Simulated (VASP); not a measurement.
# Os2W (P4_2/mmc) in VASP: a series of runs

Runs on Os2W. Level: PBE. Tasks: single point.

Everything below comes from runs of VASP 6.6.1. Logs are shortened: lines on timing, memory, paths and dates and some standing lists are left out, and cuts for length are marked.

**1. The cell of the first run**

It takes space group P4_2/mmc (No. 131, tetragonal). Conventional cell: a = 4.698 Å, b = 4.698 Å, c = 4.755 Å, α = 90.00°, β = 90.00°, γ = 90.00°. Os (site symmetry m2m) has 6 Os at 2.35 to 2.90 Å and 4 W at 2.88 Å within 3.1 Å. W (site symmetry -4m2) has 2 W at 2.38 Å and 8 Os at 2.88 Å within 3.1 Å.

The cell was generated, and may not be a known phase.

**2. Single point, PBE**

Contents of INCAR:

```
SYSTEM = Os2W
PREC = Accurate
ENCUT = 520
EDIFF = 1E-7
ISMEAR = 0
SIGMA = 0.1
LREAL = .False.
LASPH = .True.
NELM = 60
ALGO = Normal
ISIF = 2
LWAVE = .False.
LCHARG = .True.
GGA = PE
LELF = .True.
LVHAR = .True.
NBANDS = 39
```

Contents of KPOINTS:

```
Automatic mesh
0
Gamma
  4 4 4
  0 0 0
```

Contents of POSCAR:

```
Os2W
1.0
    4.6981460216      0.0000000000      0.0000000000
    0.0000000000      4.6981460216      0.0000000000
    0.0000000000      0.0000000000      4.7549183900
Os W
4 2
Direct
    0.2504092907      0.5000000000      0.0000000000
    0.7495907093      0.5000000000      0.0000000000
    0.5000000000      0.2504092907      0.5000000000
    0.5000000000      0.7495907093      0.5000000000
    0.0000000000      0.0000000000      0.2500000000
    0.0000000000      0.0000000000      0.7500000000
```

Potentials or basis: VASP PAW PBE potentials, release 64 (Os, W_sv).

Command:

```sh
cat potpaw_PBE.64/Os/POTCAR potpaw_PBE.64/W_sv/POTCAR > POTCAR
mpirun -np 1 vasp_std > vasp.out
```

OUTCAR:

```text
SYSTEM = Os2W
   PREC = Accurate
   ENCUT = 520
   EDIFF = 1E-7
   ISMEAR = 0
   LREAL = .False.
   LASPH = .True.
   NELM = 60
   ISIF = 2
   GGA = PE

 ion  position               nearest neighbor table
   1  0.250  0.500  0.000-   2 2.35   2 2.35   6 2.88   5 2.88   6 2.88   5 2.88   4 2.90   3 2.90
                             4 2.90   3 2.90
   2  0.750  0.500  0.000-   1 2.35   1 2.35   5 2.88   6 2.88   5 2.88   6 2.88   3 2.90   4 2.90
                             3 2.90   4 2.90
   3  0.500  0.250  0.500-   4 2.35   4 2.35   6 2.88   5 2.88   5 2.88   6 2.88   2 2.90   2 2.90
                             1 2.90   1 2.90
   4  0.500  0.750  0.500-   3 2.35   3 2.35   5 2.88   6 2.88   5 2.88   6 2.88   1 2.90   2 2.90
                             2 2.90   1 2.90
   5  0.000  0.000  0.250-   6 2.38   6 2.38   3 2.88   4 2.88   1 2.88   2 2.88   1 2.88   2 2.88
                             3 2.88   4 2.88
   6  0.000  0.000  0.750-   5 2.38   5 2.38   3 2.88   4 2.88   1 2.88   2 2.88   1 2.88   2 2.88
                             3 2.88   4 2.88

  LATTYP: Found a simple tetragonal cell.
 ALAT       =     4.6981460216
 C/A-ratio  =     1.0120839940

  Lattice vectors:

 A1 = (   4.6981460216,   0.0000000000,   0.0000000000)
 A2 = (   0.0000000000,   4.6981460216,   0.0000000000)
 A3 = (   0.0000000000,   0.0000000000,   4.7549183900)

Analysis of symmetry for initial positions (statically):
=====================================================================
 Subroutine PRICEL returns:
 Original cell was already a primitive cell.

 Routine SETGRP: Setting up the symmetry group for a
 simple tetragonal supercell.

 Subroutine GETGRP returns: Found 16 space group operations
 (whereof  8 operations were pure point group operations)
 out of a pool of 16 trial point group operations.

The static configuration has the point symmetry D_2h.
 The point group associated with its full space group is D_4h.

Analysis of symmetry for dynamics (positions and initial velocities):
=====================================================================
 Subroutine PRICEL returns:
 Original cell was already a primitive cell.

 Routine SETGRP: Setting up the symmetry group for a
 simple tetragonal supercell.

 Subroutine GETGRP returns: Found 16 space group operations
 (whereof  8 operations were pure point group operations)
 out of a pool of 16 trial point group operations.

The dynamic configuration has the point symmetry D_2h.
 The point group associated with its full space group is D_4h.

 Subroutine INISYM returns: Found 16 space group operations
 (whereof  8 operations are pure point group operations),
 and found     1 'primitive' translations

----------------------------------------------------------------------------------------

                                     Primitive cell

  volume of cell :     104.9533

  direct lattice vectors                    reciprocal lattice vectors
     4.698146022  0.000000000  0.000000000     0.212849919  0.000000000  0.000000000
     0.000000000  4.698146022  0.000000000     0.000000000  0.212849919  0.000000000
     0.000000000  0.000000000  4.754918390     0.000000000  0.000000000  0.210308552

  length of vectors
     4.698146022  4.698146022  4.754918390     0.212849919  0.212849919  0.210308552

  position of ions in fractional coordinates (direct lattice)
     0.250409291  0.500000000  0.000000000
     0.749590709  0.500000000  0.000000000
     0.500000000  0.250409291  0.500000000
     0.500000000  0.749590709  0.500000000
     0.000000000  0.000000000  0.250000000
     0.000000000  0.000000000  0.750000000

  ion indices of the primitive-cell ions
   primitive index   ion index
                 1           1
                 2           2
                 3           3
                 4           4
                 5           5
                 6           6

----------------------------------------------------------------------------------------

 KPOINTS: Automatic mesh

Automatic generation of k-mesh.
 Grid dimensions read from file:
 generate k-points for:    4    4    4

 Generating k-lattice:

  Cartesian coordinates                     Fractional coordinates (reciprocal lattice)
     0.053212480  0.000000000  0.000000000     0.250000000  0.000000000  0.000000000
     0.000000000  0.053212480  0.000000000     0.000000000  0.250000000  0.000000000
     0.000000000  0.000000000  0.052577138     0.000000000  0.000000000  0.250000000

  Length of vectors
     0.053212480  0.053212480  0.052577138

  Shift w.r.t. Gamma in fractional coordinates (k-lattice)
     0.000000000  0.000000000  0.000000000

 Subroutine IBZKPT returns following result:
 ===========================================

 Found     18 irreducible k-points:

 Following reciprocal coordinates:
            Coordinates               Weight
  0.000000  0.000000  0.000000      1.000000
  0.250000  0.000000  0.000000      4.000000
  0.500000  0.000000  0.000000      2.000000
  0.250000  0.250000  0.000000      4.000000
  0.500000  0.250000  0.000000      4.000000
  0.500000  0.500000  0.000000      1.000000
[... 10 lines left out ...]
  0.500000  0.250000  0.500000      4.000000
  0.500000  0.500000  0.500000      1.000000
   k-points           NKPTS =     18   k-points in BZ     NKDIM =     18   number of bands    NBANDS=     39
   number of dos      NEDOS =    301   number of ions     NIONS =      6
   total plane-waves  NPLWV =  46656
   dimension x,y,z NGX =    36 NGY =   36 NGZ =   36
   dimension x,y,z NGXF=    72 NGYF=   72 NGZF=   72
   ions per type =               4   2
   NGX,Y,Z   is equivalent  to a cutoff of  12.74, 12.74, 12.59 a.u.
   NGXF,Y,Z  is equivalent  to a cutoff of  25.48, 25.48, 25.17 a.u.
 SYSTEM =  Os2W
   PREC   = accura    normal or accurate (medium, high low for compatibility)
   ISTART =      0    job   : 0-new  1-cont  2-samecut
   ICHARG =      2    charge: 1-file 2-atom 10-const
   ISPIN  =      1    spin polarized calculation?
   LNONCOLLINEAR =      F non collinear calculations
   LSORBIT =      F    spin-orbit coupling
   LASPH  =      T    aspherical Exc in radial PAW
   ENCUT  =  520.0 eV  38.22 Ry    6.18 a.u.   8.74  8.74  8.84*2*pi/ulx,y,z
   NELM   =     60;   NELMIN=  2; NELMDL= -5     # of ELM steps
   EDIFF  = 0.1E-06   stopping-criterion for ELM
   LREAL  =      F    real-space projection
   EDIFFG = 0.1E-05   stopping-criterion for IOM
   NSW    =      0    number of steps for IOM
   IBRION =     -1    ionic relax: 0-MD 1-quasi-New 2-CG
   NFREE  =      0    steps in history (QN), initial steepest desc. (CG)
   ISIF   =      2    stress and relaxation
   ISYM   =      2    0-nonsym 1-usesym 2-fastsym
   POTIM  = 0.5000    time-step for ionic-motion
   TEBEG  =    0.0;   TEEND  =   0.0 temperature during run
   PSTRESS=    0.0 pullay stress
   NELECT =      60.0000    total number of electrons
   NUPDOWN=      -1.0000    fix difference up-down
   EMIN   =  10.00;   EMAX   =-10.00  energy-range for DOS
   EFERMI =   0.00;   METHOD = LEGACY
   ISMEAR =     0;   SIGMA  =   0.10  broadening in eV -4-tet -1-fermi 0-gaus
   EFERMI_NEDOS =   21; number of points for ismear=-14 and -15
   IALGO  =     38    algorithm
   IMIX   =      4    mixing-type and parameters
     AMIX     =   0.40;   BMIX     =  1.00
     AMIX_MAG =   1.60;   BMIX_MAG =  1.00
  volume/ion in A,a.u.               =      17.49       118.04
  Fermi-wavevector in a.u.,A,eV,Ry     =   1.358709  2.567588 25.117593  1.846091
  Thomas-Fermi vector in A             =   2.485519
   LORBIT       =      0    0 simple, 1 ext, 2 COOP (PROOUT), +10 PAW based schemes
   GGA     = PE    functional components
   LHFCALC =     F    Hartree Fock is set to
   AEXX    =    0.0000 exact exchange contribution
   IVDW    =     0    specifies the selected vdW correction
   LEPSILON=     F    determine dielectric tensor
   LRPA    =     F    only Hartree local field effects (RPA)
 non-spin polarized calculation
 Gauss-broadening in eV      SIGMA  =   0.10
  energy-cutoff  :      520.00
  volume of cell :      104.95
 maximum number of plane-waves:      2842
 NGX is ok and might be reduce to    36
   NGX = 17   NGY = 17   NGZ = 17

 number of electron      60.0000009 magnetization

 Free energy of the ion-electron system (eV)
  ---------------------------------------------------
  ext. energy  EPLUGINS =         0.00000000
  ---------------------------------------------------
  free energy    TOTEN  =       -65.29979571 eV

  energy without entropy =      -65.27848066  energy(sigma->0) =      -65.28913819

 E-fermi :   7.7177     XC(G=0): -12.6579

 val. band max:        7.7150506532   @ k =   0.5000   0.5000   0.0000
 cond. band min:       7.7310293218   @ k =   0.5000   0.2500   0.2500
 fundamental gap:      0.0159786686
 Fermi energy:         7.7176784285

 k-point     1 :       0.0000    0.0000    0.0000
  band No.  band energies     occupation
      1     -66.5226      2.00000
      2     -66.2177      2.00000
      3     -32.1496      2.00000
      4     -30.7411      2.00000
      5     -30.7411      2.00000
      6     -30.3763      2.00000
[... 31 lines left out ...]
     38      11.0116      0.00000
     39      11.6033      0.00000

 k-point     2 :       0.2500    0.0000    0.0000
  band No.  band energies     occupation
      1     -66.5225      2.00000
      2     -66.2177      2.00000
      3     -32.1490      2.00000
      4     -30.7436      2.00000
      5     -30.7402      2.00000
      6     -30.3766      2.00000
[... 31 lines left out ...]
     38      10.8103      0.00000
     39      11.1824      0.00000

 k-point     3 :       0.5000    0.0000    0.0000
  band No.  band energies     occupation
      1     -66.5225      2.00000
      2     -66.2178      2.00000
      3     -32.1483      2.00000
      4     -30.7460      2.00000
      5     -30.7393      2.00000
      6     -30.3769      2.00000
[... 580 lines left out ...]
 k-point    17 :       0.5000    0.2500    0.5000
  band No.  band energies     occupation
      1     -66.3716      2.00000
      2     -66.3715      2.00000
      3     -30.8259      2.00000
      4     -30.8252      2.00000
      5     -30.5679      2.00000
      6     -30.5659      2.00000
[... 31 lines left out ...]
     38       9.5754      0.00000
     39       9.8888      0.00000

 k-point    18 :       0.5000    0.5000    0.5000
  band No.  band energies     occupation
      1     -66.3715      2.00000
      2     -66.3715      2.00000
      3     -30.8252      2.00000
      4     -30.8252      2.00000
      5     -30.5681      2.00000
      6     -30.5681      2.00000
[... 31 lines left out ...]
     38       9.5733      0.00000
     39      10.8145      0.00000

------------------------ aborting loop because EDIFF is reached ----------------------------------------

  FORCE on cell =-STRESS in cart. coord.  units (eV):
  Direction    XX          YY          ZZ          XY          YZ          ZX
  --------------------------------------------------------------------------------------
  -------------------------------------------------------------------------------------
  Total       -0.4556809     -0.4556809      0.8124890      0.0000000      0.0000000      0.0000000
  in kB       -6.9562520     -6.9562520     12.4031490      0.0000000      0.0000000      0.0000000
  external PRESSURE =      -0.5031184 kB  Pullay stress =       0.0000000 kB

 VOLUME and BASIS-vectors are now :
 -----------------------------------------------------------------------------
  energy-cutoff  :      520.00
  volume of cell :      104.95
      direct lattice vectors                 reciprocal lattice vectors
     4.698146022  0.000000000  0.000000000     0.212849919  0.000000000  0.000000000
     0.000000000  4.698146022  0.000000000     0.000000000  0.212849919  0.000000000
     0.000000000  0.000000000  4.754918390     0.000000000  0.000000000  0.210308552

 POSITION                                       TOTAL-FORCE (eV/Angst)
 -----------------------------------------------------------------------------------
      1.17646      2.34907      0.00000        -0.003926      0.000000      0.000000
      3.52169      2.34907      0.00000         0.003926     -0.000000      0.000000
      2.34907      1.17646      2.37746        -0.000000     -0.003926      0.000000
      2.34907      3.52169      2.37746         0.000000      0.003926      0.000000
      0.00000      0.00000      1.18873         0.000000     -0.000000     -0.000000
      0.00000      0.00000      3.56619         0.000000     -0.000000      0.000000
 -----------------------------------------------------------------------------------
    total drift:                                0.000000     -0.000000      0.000000

  FREE ENERGIE OF THE ION-ELECTRON SYSTEM (eV)
  ---------------------------------------------------
  free  energy   TOTEN  =       -65.2997957149 eV

  energy  without entropy=      -65.2784806577  energy(sigma->0) =      -65.28913819
```

It took 72 s on 1 thread of Intel Xeon Platinum 8488C (Sapphire Rapids), shared host; peak memory 0.23 GiB.

What came out:

```
Free energy            : -65.2998 eV
Pressure               : -0.1 GPa
Largest force          : 0.004 eV/Å
Band gap on the k mesh : zero (bands 30 and 31 overlap by 1.74 eV)
```

Forces on the atoms (eV/Å):
```
Os  -0.004  0.000  0.000
Os   0.004  0.000  0.000
Os   0.000 -0.004  0.000
Os   0.000  0.004  0.000
W    0.000  0.000  0.000
W    0.000  0.000  0.000
```

Stress tensor (GPa, compression positive):
```
-0.70  0.00  0.00
 0.00 -0.70  0.00
 0.00  0.00  1.24
```

Caveat: spin-orbit coupling is left out, which moves the levels of the heavy elements.

**3. Single point, PBE**

Contents of INCAR:

```
SYSTEM = Os2W
PREC = Accurate ; ENCUT = 520
EDIFF = 1E-6 ; ISMEAR = 0
SIGMA = 0.1 ; LREAL = .FALSE.
LASPH = .TRUE. ; NELM = 60
ALGO = Fast ; ISIF = 2
LWAVE = .FALSE. ; LCHARG = .TRUE.
GGA = PE ; LELF = .TRUE.
LVHAR = .TRUE. ; NBANDS = 39
```

Contents of KPOINTS:

```
regular mesh
0
G
  8 8 8
  0 0 0
```

Contents of POSCAR:

```
Os2W
1.0
    4.7116901553      0.0000000000      0.0000000000
    0.0000000000      4.7116901553      0.0000000000
    0.0000000000      0.0000000000      4.7328317485
Os W
4 2
Direct
    0.2501776058      0.5000000000      0.0000000000
    0.7498223942      0.5000000000      0.0000000000
    0.5000000000      0.2501776058      0.5000000000
    0.5000000000      0.7498223942      0.5000000000
    0.0000000000      0.0000000000      0.2500000000
    0.0000000000      0.0000000000      0.7500000000
```

Potentials or basis: VASP PAW PBE potentials, release 64 (Os, W_sv).

Command:

```sh
cat potpaw_PBE.64/Os/POTCAR potpaw_PBE.64/W_sv/POTCAR > POTCAR
mpirun -np 1 vasp_std > vasp.out
```

Wall time 7.6 min (1 thread of Intel Xeon Platinum 8488C (Sapphire Rapids), shared host); peak memory 0.38 GiB.

Results (log left out):

| Quantity | Value |
| --- | --- |
| Free energy | -65.2397 eV |
| Pressure | -0.1 GPa |
| Largest force | 0.005 eV/Å |
| Band gap on the k mesh | zero (bands 30 and 31 overlap by 1.90 eV) |

Forces in eV/Å, atoms in the order of the input:
```
Os  -0.005  0.000  0.000
Os   0.005  0.000  0.000
Os   0.000 -0.005  0.000
Os   0.000  0.005  0.000
W    0.000  0.000  0.000
W    0.000  0.000  0.000
```

Stress tensor (GPa, compression positive):
```
-0.68  0.00  0.00
 0.00 -0.68  0.00
 0.00  0.00  1.16
```

Levels at points of the mesh, in eV from the Fermi level:
| k point | band 27 | band 28 | band 29 | band 30 | band 31 | band 32 | band 33 | band 34 |
| --- | --- | --- | --- | --- | --- | --- | --- | --- |
| (0.00, 0.00, 0.00) | -1.83 | -1.63 | 0.54 | 0.54 | 1.07 | 1.61 | 1.61 | 1.63 |
| (0.50, 0.00, 0.00) | -2.01 | -1.44 | -0.37 | 0.02 | 0.48 | 0.50 | 1.05 | 1.59 |
| (0.50, 0.50, 0.00) | -1.64 | -1.33 | -1.33 | -1.21 | -0.92 | -0.22 | 0.01 | 0.21 |
| (0.00, 0.00, 0.50) | -1.04 | -1.04 | 0.62 | 0.62 | 0.63 | 0.63 | 0.76 | 0.76 |
| (0.50, 0.00, 0.50) | -1.39 | -1.16 | -1.14 | -0.78 | -0.08 | -0.03 | 0.53 | 1.16 |
| (0.50, 0.50, 0.50) | -2.38 | -2.38 | -1.39 | -1.39 | -0.14 | -0.14 | 0.56 | 0.56 |

Caveat: spin-orbit coupling is left out, which moves the levels of the heavy elements.
